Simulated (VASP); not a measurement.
# Sc (P6_3/mmc) in VASP: settings compared

Sc is run at these levels: PBEsol, PBE+D3(BJ); tasks: single point.

All numbers are computed with VASP 6.6.1; they aren't measurements. Logs are shortened: lines on timing, memory, paths and dates and some standing lists are left out, and cuts for length are marked.

### 1 The cell of the first run

The structure is hexagonal, space group P6_3/mmc (No. 194). The conventional cell has a = 3.374 Å, b = 3.374 Å, c = 5.377 Å, α = 90.00°, β = 90.00°, γ = 120.00°. Sc (site symmetry -6m2) has 12 Sc at 3.32 to 3.37 Å within 4.4 Å.

### 2 Single point, PBEsol

File INCAR:

```
SYSTEM = Sc
  PREC = Accurate
  ENCUT = 520
  EDIFF = 1E-7
  ISMEAR = -1
  SIGMA = 0.05
  LREAL = .FALSE.
  LASPH = .TRUE.
  NELM = 100
  ALGO = Normal
  ISIF = 2
  LWAVE = .FALSE.
  LCHARG = .FALSE.
  GGA = PS
  NBANDS = 18
```

File KPOINTS:

```
regular mesh
0
G
  9 9 5
  0 0 0
```

File POSCAR:

```
Sc
1.0
    3.3738988294      0.0000000000      0.0000000000
   -1.6869494147      2.9218820960      0.0000000000
    0.0000000000      0.0000000000      5.3767242965
Sc
2
Direct
    0.6666666667      0.3333333333      0.7500000000
    0.3333333333      0.6666666667      0.2500000000
```

Potentials or basis: VASP PAW PBE potentials, release 64 (Sc_sv).

The run is started by

```console
cat potpaw_PBE.64/Sc_sv/POTCAR > POTCAR
mpirun -np 1 vasp_std > vasp.out
```

OUTCAR:

```text
SYSTEM = Sc
   PREC = Accurate
   ENCUT = 520
   EDIFF = 1E-7
   ISMEAR = -1
   LREAL = .FALSE.
   LASPH = .TRUE.
   NELM = 100
   ISIF = 2
   GGA = PS

 ion  position               nearest neighbor table
   1  0.667  0.333  0.750-   2 3.32   2 3.32   2 3.32   2 3.32   2 3.32   2 3.32
   2  0.333  0.667  0.250-   1 3.32   1 3.32   1 3.32   1 3.32   1 3.32   1 3.32

  LATTYP: Found a hexagonal cell.
 ALAT       =     3.3738988294
 C/A-ratio  =     1.5936234512

  Lattice vectors:

 A1 = (   3.3738988294,   0.0000000000,   0.0000000000)
 A2 = (  -1.6869494147,   2.9218820960,   0.0000000000)
 A3 = (   0.0000000000,   0.0000000000,   5.3767242965)

Analysis of symmetry for initial positions (statically):
=====================================================================
 Subroutine PRICEL returns:
 Original cell was already a primitive cell.

 Routine SETGRP: Setting up the symmetry group for a
 hexagonal supercell.

 Subroutine GETGRP returns: Found 24 space group operations
 (whereof 12 operations were pure point group operations)
 out of a pool of 24 trial point group operations.

The static configuration has the point symmetry D_3d.
 The point group associated with its full space group is D_6h.

Analysis of symmetry for dynamics (positions and initial velocities):
=====================================================================
 Subroutine PRICEL returns:
 Original cell was already a primitive cell.

 Routine SETGRP: Setting up the symmetry group for a
 hexagonal supercell.

 Subroutine GETGRP returns: Found 24 space group operations
 (whereof 12 operations were pure point group operations)
 out of a pool of 24 trial point group operations.

The dynamic configuration has the point symmetry D_3d.
 The point group associated with its full space group is D_6h.

 Subroutine INISYM returns: Found 24 space group operations
 (whereof 12 operations are pure point group operations),
 and found     1 'primitive' translations

----------------------------------------------------------------------------------------

                                     Primitive cell

  volume of cell :      53.0045

[... 75 lines left out ...]
   ions per type =               2
   NGX,Y,Z   is equivalent  to a cutoff of  13.80, 13.80, 12.37 a.u.
   NGXF,Y,Z  is equivalent  to a cutoff of  27.59, 27.59, 24.74 a.u.
 SYSTEM =  Sc
   PREC   = accura    normal or accurate (medium, high low for compatibility)
   ISTART =      0    job   : 0-new  1-cont  2-samecut
   ICHARG =      2    charge: 1-file 2-atom 10-const
   ISPIN  =      1    spin polarized calculation?
   LNONCOLLINEAR =      F non collinear calculations
   LSORBIT =      F    spin-orbit coupling
   LASPH  =      T    aspherical Exc in radial PAW
   ENCUT  =  520.0 eV  38.22 Ry    6.18 a.u.   6.27  6.27 10.00*2*pi/ulx,y,z
   NELM   =    100;   NELMIN=  2; NELMDL= -5     # of ELM steps
   EDIFF  = 0.1E-06   stopping-criterion for ELM
   LREAL  =      F    real-space projection
   EDIFFG = 0.1E-05   stopping-criterion for IOM
   NSW    =      0    number of steps for IOM
   IBRION =     -1    ionic relax: 0-MD 1-quasi-New 2-CG
   NFREE  =      0    steps in history (QN), initial steepest desc. (CG)
   ISIF   =      2    stress and relaxation
   ISYM   =      2    0-nonsym 1-usesym 2-fastsym
   POTIM  = 0.5000    time-step for ionic-motion
   TEBEG  =    0.0;   TEEND  =   0.0 temperature during run
   PSTRESS=    0.0 pullay stress
   NELECT =      22.0000    total number of electrons
   NUPDOWN=      -1.0000    fix difference up-down
   EMIN   =  10.00;   EMAX   =-10.00  energy-range for DOS
   EFERMI =   0.00;   METHOD = LEGACY
   ISMEAR =    -1;   SIGMA  =   0.05  broadening in eV -4-tet -1-fermi 0-gaus
   EFERMI_NEDOS =   21; number of points for ismear=-14 and -15
   IALGO  =     38    algorithm
   IMIX   =      4    mixing-type and parameters
     AMIX     =   0.40;   BMIX     =  1.00
     AMIX_MAG =   1.60;   BMIX_MAG =  1.00
  volume/ion in A,a.u.               =      26.50       178.85
  Fermi-wavevector in a.u.,A,eV,Ry     =   1.221176  2.307688 20.289968  1.491271
  Thomas-Fermi vector in A             =   2.356367
   LORBIT       =      0    0 simple, 1 ext, 2 COOP (PROOUT), +10 PAW based schemes
   GGA     = PS    functional components
   LHFCALC =     F    Hartree Fock is set to
   AEXX    =    0.0000 exact exchange contribution
   IVDW    =     0    specifies the selected vdW correction
   LEPSILON=     F    determine dielectric tensor
   LRPA    =     F    only Hartree local field effects (RPA)
 non-spin polarized calculation
  energy-cutoff  :      520.00
  volume of cell :       53.00
 maximum number of plane-waves:      1442
 NGX is ok and might be reduce to    28
   NGX = 13   NGY = 13   NGZ = 19

 number of electron      22.0000005 magnetization

 Free energy of the ion-electron system (eV)
  ---------------------------------------------------
  ext. energy  EPLUGINS =         0.00000000
  ---------------------------------------------------
  free energy    TOTEN  =       -13.12351218 eV

  energy without entropy =      -13.08578724  energy(sigma->0) =      -13.10464971

 E-fermi :   3.1670     XC(G=0):  -9.6984

 val. band max:        3.1296091863   @ k =   0.3333   0.1111   0.2000
 cond. band min:       3.1712189518   @ k =   0.3333   0.1111   0.4000
 fundamental gap:      0.0416097654
 Fermi energy:         3.1669988687

 k-point     1 :       0.0000    0.0000    0.0000
  band No.  band energies     occupation
      1     -46.2355      2.00000
      2     -46.1871      2.00000
      3     -25.0878      2.00000
      4     -24.8232      2.00000
      5     -24.8232      2.00000
      6     -24.7756      2.00000
[... 481 lines left out ...]
      5     -24.9856      2.00000
      6     -24.9087      2.00000
[... 10 lines left out ...]
     17       6.4868      0.00000
     18       6.4868      0.00000

 [... further k-points ...]
[... 5 lines left out ...]
  --------------------------------------------------------------------------------------
  -------------------------------------------------------------------------------------
  Total       -1.6132149     -1.6132149     -2.0555509      0.0000000      0.0000000      0.0000000
  in kB      -48.7629852    -48.7629852    -62.1335692      0.0000000      0.0000000      0.0000000
  external PRESSURE =     -53.2198465 kB  Pullay stress =       0.0000000 kB

 VOLUME and BASIS-vectors are now :
 -----------------------------------------------------------------------------
  energy-cutoff  :      520.00
  volume of cell :       53.00
      direct lattice vectors                 reciprocal lattice vectors
     3.373898829  0.000000000  0.000000000     0.296393001  0.171122579  0.000000000
    -1.686949415  2.921882096  0.000000000     0.000000000  0.342245158  0.000000000
     0.000000000  0.000000000  5.376724296     0.000000000  0.000000000  0.185986847

 POSITION                                       TOTAL-FORCE (eV/Angst)
 -----------------------------------------------------------------------------------
      1.68695      0.97396      4.03254         0.000000      0.000000      0.000000
     -0.00000      1.94792      1.34418        -0.000000     -0.000000      0.000000
 -----------------------------------------------------------------------------------
    total drift:                               -0.000000      0.000000     -0.000000

  FREE ENERGIE OF THE ION-ELECTRON SYSTEM (eV)
  ---------------------------------------------------
  free  energy   TOTEN  =       -13.1235121797 eV

  energy  without entropy=      -13.0857872410  energy(sigma->0) =      -13.10464971
```

OSZICAR:

```text
N       E                     dE             d eps       ncg     rms          rms(c)
DAV:   1     0.361819517571E+03    0.36182E+03   -0.10814E+04  1296   0.127E+03
DAV:   2     0.594905254959E+01   -0.35587E+03   -0.34874E+03  1592   0.534E+02
DAV:   3    -0.143691059573E+02   -0.20318E+02   -0.19626E+02  2118   0.155E+02
DAV:   4    -0.148286427815E+02   -0.45954E+00   -0.45638E+00  1976   0.221E+01
DAV:   5    -0.148364138179E+02   -0.77710E-02   -0.77689E-02  2214   0.298E+00    0.750E+00
DAV:   6    -0.133207434414E+02    0.15157E+01   -0.35096E+00  1706   0.200E+01    0.217E+00
DAV:   7    -0.131377329460E+02    0.18301E+00   -0.87321E-01  1782   0.888E+00    0.938E-01
DAV:   8    -0.131268009872E+02    0.10932E-01   -0.53915E-02  1750   0.286E+00    0.326E-01
DAV:   9    -0.131234924453E+02    0.33085E-02   -0.18671E-02  1780   0.131E+00    0.277E-02
DAV:  10    -0.131235123231E+02   -0.19878E-04   -0.20941E-04  2052   0.198E-01    0.107E-02
DAV:  11    -0.131235105198E+02    0.18033E-05   -0.93767E-06  1938   0.264E-02    0.375E-03
DAV:  12    -0.131235121507E+02   -0.16309E-05   -0.13581E-06  1628   0.910E-03    0.797E-04
DAV:  13    -0.131235121797E+02   -0.29005E-07   -0.32397E-08  1018   0.298E-03
   1 F= -.13123512E+02 E0= -.13104650E+02  d E =-.377249E-01
```

Run time: 15 s. Hardware: 1 thread of Intel Xeon 6975P-C (Granite Rapids), shared host; peak memory 0.18 GiB.

Results:

| Property | Result |
| --- | --- |
| Free energy | -13.1235 eV |
| Pressure | -5.3 GPa |
| Band gap on the k mesh | zero (band 11 reaches 3.80 eV, above the bottom of band 12 at 2.79 eV) |

Stress tensor (GPa, compression positive):
```
-4.88  0.00  0.00
 0.00 -4.88  0.00
 0.00  0.00 -6.21
```

Caveat: the PAW data sets were made with another functional, which shifts forces and pressure a little.

### 3 Single point, PBE+D3(BJ)

This run uses another cell than the first one, of 23.50 Å³/atom, 0.887 times its volume.

File INCAR:

```
  PREC = Accurate
  ENCUT = 520
  EDIFF = 1E-6
  ISMEAR = -1
  SIGMA = 0.05
  LREAL = F
  LASPH = T
  NELM = 60
  ALGO = Fast
  ISIF = 2
  LWAVE = F
  LCHARG = F
  GGA = PE
  IVDW = 12
  NBANDS = 18
```

File KPOINTS:

```
regular mesh
0
Gamma
  9 9 5
```

File POSCAR:

```
Sc
1.0
    3.2670712462      0.0000000000      0.0000000000
   -1.6335356231      2.8293666952      0.0000000000
    0.0000000000      0.0000000000      5.0835782475
Sc
2
Direct
    0.6666666667      0.3333333333      0.7500000000
    0.3333333333      0.6666666667      0.2500000000
```

Potentials or basis: VASP PAW PBE potentials, release 64 (Sc_sv).

The run is started by

```console
cat potpaw_PBE.64/Sc_sv/POTCAR > POTCAR
mpirun -np 1 vasp_std > vasp.out
```

Run time: 34 s. Hardware: 1 thread of AMD EPYC 7R43 (Zen 3), shared host; peak memory 0.14 GiB.

Results (log left out):

```
Free energy                : -13.3081 eV
Pressure                   : 0.0 GPa
Band gap on the k mesh     : zero (band 11 reaches 4.75 eV, above the bottom of band 12 at 3.40 eV)
Dispersion energy per atom : -0.408 eV
```

Levels at points of the mesh, in eV from the Fermi level:
| k point | band 7 | band 8 | band 9 | band 10 | band 11 | band 12 | band 13 | band 14 | band 15 | band 16 |
| --- | --- | --- | --- | --- | --- | --- | --- | --- | --- | --- |
| (0.00, 0.00, 0.00) | -27.69 | -27.66 | -5.22 | -1.70 | 0.73 | 1.64 | 1.64 | 1.93 | 2.13 | 2.13 |

Caveat: pairwise dispersion overbinds metals, which lowers pressure and volume.

(Continued in part 2 of 2.)
